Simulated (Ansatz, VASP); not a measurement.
# One calculation of Hg, two programs

File INCAR:

```
  ALGO = Normal
  EDIFF = 1E-6
  ENCUT = 520
  GGA = PE
  ISIF = 2
  ISMEAR = 1
  LASPH = T
  LCHARG = F
  LREAL = F
  LWAVE = F
  NBANDS = 12
  NELM = 80
  PREC = Accurate
  SIGMA = 0.01
```

Contents of KPOINTS:

```
k-points
0
Gamma
  10 10 10
```

POSCAR

```
Hg
1.0
    2.0783995336      1.1999645302      1.9747385792
   -2.0783995336      1.1999645302      1.9747385792
    0.0000000000     -2.3999290604      1.9747385791
Hg
1
Direct
    0.0000000000      1.0000000000      0.0000000000
```

Input for Ansatz:

```yaml
crystal:
  lattice:
    - [2.0783995336, 1.1999645302, 1.9747385792]
    - [-2.0783995336, 1.1999645302, 1.9747385792]
    - [0.0, -2.3999290604, 1.9747385791]
  atoms:
    - { symbol: Hg, position: [0.0, 1.0, 0.0] }
hamiltonian:
  xc: pbe
  pseudopotentials:
    kind: paw
    azcp:
      Hg: "pseudopotentials/Hg.paw.azcp"
basis:
  ecutwfc: 420
  fft_grid_basis: typed
kpoints:
  mp_grid: { grid: [10, 10, 10], shift: [0, 0, 0] }
magnetization:
  spin_polarized: false
scf:
  occupations: { method: methfessel_paxton, width: 0.01 }
  lower_state_search: "off"
output:
  stress: true
  write_density: true
  write_potential: true
  elf: true
  volumetric_format: npy
```

Alike in both runs: task single point; functional PBE; k mesh 10 × 10 × 10; occupations methfessel-paxton of order 1, width 0.01 eV; no spin polarisation.

|  | VASP | Ansatz |
| --- | --- | --- |
| version | VASP 6.6.1 | Ansatz 0.2.0 |
| potentials or method | VASP PAW PBE potentials, release 64 (Hg), cutoff 520 eV | plane waves (420 eV) with PAW, scalar-relativistic |
| valence electrons in the cell | 12 | 20 |

```tsv
	VASP	Ansatz	Ansatz less VASP
pressure (GPa)	0.1	-0.1	-0.16
traceless stress, the component that is largest in VASP (GPa)	-0.18	-0.22	-0.034
```

With one functional, cell and mesh, what is left measures potentials, basis and numerics. VASP's potentials hold 12 valence electrons a cell and Ansatz's 20, so a difference there can come from the potentials and not from the codes.

Spin-orbit coupling is off throughout.
